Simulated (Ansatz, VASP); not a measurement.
**Two plane-wave programs on TiS2**

Contents of POSCAR:

```
TiS2
1.0
    3.4447075514      0.0000000000      0.0000000000
   -1.7223537757      2.9832042481      0.0000000000
    0.0000000000      0.0000000000      5.7961074094
Ti S
1 2
Direct
    0.0000000000      0.0000000000      0.0000000000
    0.3333333333      0.6666666667      0.2404809016
    0.6666666667      0.3333333333      0.7595190984
```

File INCAR.step1:

```
ALGO     = Normal         # electronic algorithm
EDIFF    = 1E-5           # SCF threshold, eV
ENCUT    = 550            # plane-wave cutoff, eV
GGA      = PE             # functional
GGA_COMPAT= False        
ISMEAR   = -1             # smearing method
LASPH    = True           # aspherical terms in the spheres
LCHARG   = False          # write CHGCAR
LREAL    = False          # projectors in reciprocal space
LWAVE    = True           # write WAVECAR
NBANDS   = 19             # bands
NELM     = 120            # most SCF steps
PREC     = Accurate       # precision mode
SIGMA    = 0.02           # smearing width, eV
```

File INCAR.step2:

```
ALGO     = Normal         # electronic algorithm
EDIFF    = 1E-6           # SCF threshold, eV
ENCUT    = 550            # plane-wave cutoff, eV
GGA_COMPAT= False        
ISIF     = 2              # what is computed and relaxed
ISMEAR   = -1             # smearing method
ISTART   = 1            
LASPH    = True           # aspherical terms in the spheres
LCHARG   = False          # write CHGCAR
LMIXTAU  = True         
LREAL    = False          # projectors in reciprocal space
LWAVE    = False          # write WAVECAR
METAGGA  = R2SCAN         # meta-GGA
NBANDS   = 19             # bands
NELM     = 120            # most SCF steps
PREC     = Accurate       # precision mode
SIGMA    = 0.02           # smearing width, eV
```

File KPOINTS:

```
k-points
0
Gamma
  12 12 4
```

Input for Ansatz:

```yaml
crystal:
  lattice:
    - [3.4447075514, 0.0, 0.0]
    - [-1.7223537757, 2.9832042481, 0.0]
    - [0.0, 0.0, 5.7961074094]
  atoms:
    - { symbol: Ti, position: [0.0, 0.0, 0.0] }
    - { symbol: S, position: [0.3333333333, 0.6666666667, 0.2404809016] }
    - { symbol: S, position: [0.6666666667, 0.3333333333, 0.7595190984] }
kpoints:
  mp_grid: { grid: [12, 12, 4] }
  band_path:
    path:
      - [0.0, 0.0, 0.0]
      - [0.5, 0.0, 0.0]
      - [0.3333333333, 0.3333333333, 0.0]
      - [0.0, 0.0, 0.5]
      - [0.5, 0.0, 0.5]
      - [0.3333333333, 0.3333333333, 0.5]
    npoints: 1
hamiltonian:
  xc: r2scan
scf:
  occupations: { method: fermi_dirac, width: 0.02 }
  n_extra_bands: 4
output:
  forces: true
  stress: true
  eigenvalues: true
```

Change from the starting cell: hydrostatic strain +1.0%.

Alike in both runs: task single point; functional r2SCAN; k mesh 12 × 12 × 4; occupations fermi-dirac, width 0.02 eV; no spin polarisation.

|  | VASP | Ansatz |
| --- | --- | --- |
| version | VASP 6.6.1 | Ansatz 0.2.0 |
| potentials or method | VASP PAW PBE potentials, release 64 (Ti_sv, S) | plane waves, PAW |
| plane-wave cutoff (eV) | 550 | 500 |
| valence electrons in the cell | 24 | 24 |

```csv
,VASP,Ansatz,Ansatz less VASP
pressure (GPa),-0.4,-0.5,-0.12
"traceless stress, the component that is largest in VASP (GPa)",0.91,0.93,+0.023
rms of the force components (eV/Å),0.012,0.018,+0.0063
```

VASP's potentials were made for PBE, not for r2SCAN. Atom by atom the forces differ by 0.006 eV/Å (rms over components).
